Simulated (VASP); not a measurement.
# PbS in VASP: a series of runs

Aim: see how the results for PbS move with the level of theory and the settings. Levels: PBE+D3(BJ), PBE+D4, r2SCAN+rVV10. Tasks: single point, relaxation of cell and atoms.

All numbers are computed with VASP 6.6.1; they aren't measurements. Logs are shortened: lines on timing, memory, paths and dates and some standing lists are left out, and cuts for length are marked.

### Step 1. The cell of the first run

The typed cell holds 4 atoms: a = 4.085 Å, b = 4.085 Å, c = 7.357 Å, α = 90.00°, β = 90.00°, γ = 120.00°.

### Step 2. Single point, PBE+D3(BJ)

INCAR

```
PREC = Accurate
ENCUT = 520
EDIFF = 1E-7
ISMEAR = -1
SIGMA = 0.02
LREAL = F
LASPH = T
NELM = 80
ALGO = Normal
ISIF = 2
LWAVE = F
LCHARG = F
GGA = PE
IVDW = 12
NBANDS = 28
```

KPOINTS

```
regular mesh
0
Gamma
  6 6 4
```

POSCAR

```
PbS
1.0
    2.0426483101     -3.5378757538      0.0000000000
    2.0426483101      3.5378757538      0.0000000000
    0.0000000000      0.0000000000      7.3565553124
Pb S
2 2
Direct
   -0.0000319837      1.0000319837      0.4753048818
    1.0000319837     -0.0000319837      0.9753048818
    0.6666491838      0.3333508162      0.7038951182
    0.3333508162      0.6666491838      0.2038951182
```

Potentials or basis: VASP PAW PBE potentials, release 64 (Pb_d, S).

Started as:

```bash
> cat potpaw_PBE.64/Pb_d/POTCAR potpaw_PBE.64/S/POTCAR > POTCAR
> mpirun -np 1 vasp_std > vasp.out
```

OUTCAR:

```text
PREC = Accurate
   ENCUT = 520
   EDIFF = 1E-7
   ISMEAR = -1
   LREAL = F
   LASPH = T
   NELM = 80
   ISIF = 2
   GGA = PE
   IVDW = 12
 IVDW          = 12

 ion  position               nearest neighbor table
   1  1.000  0.000  0.475-   3 2.90   3 2.90   3 2.90   4 3.09   4 3.09   4 3.09   2 3.68   2 3.68

   2  0.000  1.000  0.975-   4 2.90   4 2.90   4 2.90   3 3.09   3 3.09   3 3.09   1 3.68   1 3.68

   3  0.667  0.333  0.704-   1 2.90   1 2.90   1 2.90   2 3.09   2 3.09   2 3.09
   4  0.333  0.667  0.204-   2 2.90   2 2.90   2 2.90   1 3.09   1 3.09   1 3.09

  LATTYP: Found a base centered orthorhombic cell.
 ALAT       =     4.0852966202
 B/A-ratio  =     1.7320043476
 C/A-ratio  =     1.8007395781

  Lattice vectors:

 A1 = (   2.0426483101,  -3.5378757538,   0.0000000000)
 A2 = (   2.0426483101,   3.5378757538,   0.0000000000)
 A3 = (   0.0000000000,   0.0000000000,   7.3565553124)

Analysis of symmetry for initial positions (statically):
=====================================================================
 Subroutine PRICEL returns:
 Original cell was already a primitive cell.

 Routine SETGRP: Setting up the symmetry group for a
 base centered orthorhombic supercell.

 Subroutine GETGRP returns: Found  4 space group operations
 (whereof  2 operations were pure point group operations)
 out of a pool of  8 trial point group operations.

The static configuration has the point symmetry C_1h.
 The point group associated with its full space group is C_2v.

Analysis of symmetry for dynamics (positions and initial velocities):
=====================================================================
 Subroutine PRICEL returns:
 Original cell was already a primitive cell.

 Routine SETGRP: Setting up the symmetry group for a
 base centered orthorhombic supercell.

 Subroutine GETGRP returns: Found  4 space group operations
 (whereof  2 operations were pure point group operations)
 out of a pool of  8 trial point group operations.

The dynamic configuration has the point symmetry C_1h.
 The point group associated with its full space group is C_2v.

 Subroutine INISYM returns: Found  4 space group operations
 (whereof  2 operations are pure point group operations),
 and found     1 'primitive' translations

----------------------------------------------------------------------------------------

[... 93 lines left out ...]
   LASPH  =      T    aspherical Exc in radial PAW
   ENCUT  =  520.0 eV  38.22 Ry    6.18 a.u.   7.60  7.60 13.68*2*pi/ulx,y,z
   NELM   =     80;   NELMIN=  2; NELMDL= -5     # of ELM steps
   EDIFF  = 0.1E-06   stopping-criterion for ELM
   LREAL  =      F    real-space projection
   EDIFFG = 0.1E-05   stopping-criterion for IOM
   NSW    =      0    number of steps for IOM
   IBRION =     -1    ionic relax: 0-MD 1-quasi-New 2-CG
   NFREE  =      0    steps in history (QN), initial steepest desc. (CG)
   ISIF   =      2    stress and relaxation
   ISYM   =      2    0-nonsym 1-usesym 2-fastsym
   POTIM  = 0.5000    time-step for ionic-motion
   TEBEG  =    0.0;   TEEND  =   0.0 temperature during run
   PSTRESS=    0.0 pullay stress
   NELECT =      40.0000    total number of electrons
   NUPDOWN=      -1.0000    fix difference up-down
   EMIN   =  10.00;   EMAX   =-10.00  energy-range for DOS
   EFERMI =   0.00;   METHOD = LEGACY
   ISMEAR =    -1;   SIGMA  =   0.02  broadening in eV -4-tet -1-fermi 0-gaus
   EFERMI_NEDOS =   21; number of points for ismear=-14 and -15
   IALGO  =     38    algorithm
   IMIX   =      4    mixing-type and parameters
     AMIX     =   0.40;   BMIX     =  1.00
     AMIX_MAG =   1.60;   BMIX_MAG =  1.00
  volume/ion in A,a.u.               =      26.58       179.38
  Fermi-wavevector in a.u.,A,eV,Ry     =   1.181811  2.233298 19.002939  1.396677
  Thomas-Fermi vector in A             =   2.318077
   LORBIT       =      0    0 simple, 1 ext, 2 COOP (PROOUT), +10 PAW based schemes
   GGA     = PE    functional components
   LHFCALC =     F    Hartree Fock is set to
   AEXX    =    0.0000 exact exchange contribution
   IVDW    =    12    specifies the selected vdW correction
   LEPSILON=     F    determine dielectric tensor
   LRPA    =     F    only Hartree local field effects (RPA)
 non-spin polarized calculation
  energy-cutoff  :      520.00
  volume of cell :      106.33
 maximum number of plane-waves:      2913
   NGX = 15   NGY = 15   NGZ = 27

 number of electron      39.9999995 magnetization

 Free energy of the ion-electron system (eV)
  ---------------------------------------------------
  ext. energy  EPLUGINS =         0.00000000
  ---------------------------------------------------
  free energy    TOTEN  =       -17.28021675 eV

  energy without entropy =      -17.28019471  energy(sigma->0) =      -17.28020573

 E-fermi :   5.8668     XC(G=0):  -9.5752

 val. band max:        5.7560198167   @ k =   0.0000   0.0000   0.0000
 cond. band min:       5.9926139794   @ k =   0.5000   0.5000   0.0000
 fundamental gap:      0.2365941627
 Fermi energy:         5.8668274166

 k-point     1 :       0.0000    0.0000    0.0000
  band No.  band energies     occupation
      1     -11.3562      2.00000
      2     -11.2931      2.00000
      3     -11.2931      2.00000
      4     -11.2771      2.00000
      5     -11.2770      2.00000
      6     -11.2588      2.00000
[... 733 lines left out ...]
     27      11.9849      0.00000
     28      13.3349      0.00000

 [... further k-points ...]

------------------------ aborting loop because EDIFF is reached ----------------------------------------

 Edisp (eV)   -1.36071

 E8    (eV) :    -0.6123

  FORCE on cell =-STRESS in cart. coord.  units (eV):
  Direction    XX          YY          ZZ          XY          YZ          ZX
  --------------------------------------------------------------------------------------
  -------------------------------------------------------------------------------------
  Total      -0.03807    -0.03825    -0.04097     0.00000     0.00000     0.00000
  in kB      -0.57359    -0.57642    -0.61743     0.00000     0.00000     0.00000
  external pressure =       -0.59 kB  Pullay stress =        0.00 kB

 VOLUME and BASIS-vectors are now :
 -----------------------------------------------------------------------------
  energy-cutoff  :      520.00
  volume of cell :      106.33
      direct lattice vectors                 reciprocal lattice vectors
     2.042648310 -3.537875754  0.000000000     0.244780268 -0.141327744  0.000000000
     2.042648310  3.537875754  0.000000000     0.244780268  0.141327744  0.000000000
     0.000000000  0.000000000  7.356555312     0.000000000  0.000000000  0.135933186

 POSITION                                       TOTAL-FORCE (eV/Angst)
 -----------------------------------------------------------------------------------
      2.04265     -3.53765      3.49661         0.000000     -0.000153     -0.002484
      2.04265      3.53765      7.17488         0.000000      0.000153     -0.002484
      2.04265     -1.17917      5.17824         0.000000     -0.000159      0.002484
      2.04265      1.17917      1.49997         0.000000      0.000159      0.002484
 -----------------------------------------------------------------------------------
    total drift:                                0.000000     -0.000000     -0.000421

  FREE ENERGIE OF THE ION-ELECTRON SYSTEM (eV)
  ---------------------------------------------------
  free  energy   TOTEN  =       -18.6409238744 eV

  energy  without entropy=      -18.6409018374  energy(sigma->0) =      -18.64091286
```

OSZICAR:

```text
N       E                     dE             d eps       ncg     rms          rms(c)
DAV:   1     0.417989648043E+03    0.41799E+03   -0.18484E+04  2184   0.154E+03
DAV:   2     0.299424694045E+02   -0.38805E+03   -0.37709E+03  2204   0.404E+02
DAV:   3    -0.159607115998E+02   -0.45903E+02   -0.44394E+02  2856   0.155E+02
DAV:   4    -0.182095293364E+02   -0.22488E+01   -0.22392E+01  2556   0.350E+01
DAV:   5    -0.183021959262E+02   -0.92667E-01   -0.92646E-01  2976   0.754E+00    0.660E+00
DAV:   6    -0.172656602414E+02    0.10365E+01   -0.25645E+00  2988   0.101E+01    0.425E+00
DAV:   7    -0.172759047709E+02   -0.10245E-01   -0.43810E-01  2420   0.269E+00    0.268E+00
DAV:   8    -0.172856790162E+02   -0.97742E-02   -0.74094E-02  2840   0.239E+00    0.106E+00
DAV:   9    -0.172796689503E+02    0.60101E-02   -0.18794E-02  2988   0.117E+00    0.156E-01
DAV:  10    -0.172801537438E+02   -0.48479E-03   -0.18448E-03  2592   0.191E-01    0.653E-02
DAV:  11    -0.172802160663E+02   -0.62322E-04   -0.11185E-04  2700   0.781E-02    0.242E-02
DAV:  12    -0.172802171705E+02   -0.11042E-05   -0.75631E-06  3036   0.207E-02    0.131E-02
DAV:  13    -0.172802168281E+02    0.34235E-06   -0.43171E-06  2464   0.171E-02    0.441E-03
DAV:  14    -0.172802167459E+02    0.82227E-07   -0.44806E-07  2284   0.369E-03
   1 F= -.18640924E+02 E0= -.18640913E+02  d E =-.220370E-04
```

Run time: 81 s. Hardware: 1 thread of Intel Xeon Platinum 8375C at 2.90GHz (Ice Lake), shared host; peak memory 0.27 GiB.

Results:

| Quantity | Value |
| --- | --- |
| Free energy | -18.6409 eV |
| Pressure | -0.1 GPa |
| Band gap on the k mesh | 0.24 eV, indirect (least direct gap 0.56 eV) |
| Dispersion energy per atom | -0.340 eV |

Forces on the atoms (eV/Å):
```
Pb   0.000  0.000 -0.002
Pb   0.000  0.000 -0.002
S    0.000  0.000  0.002
S    0.000  0.000  0.002
```

Caveat: spin-orbit coupling is left out, which moves the levels of the heavy elements.

[end of part 1 of 3]
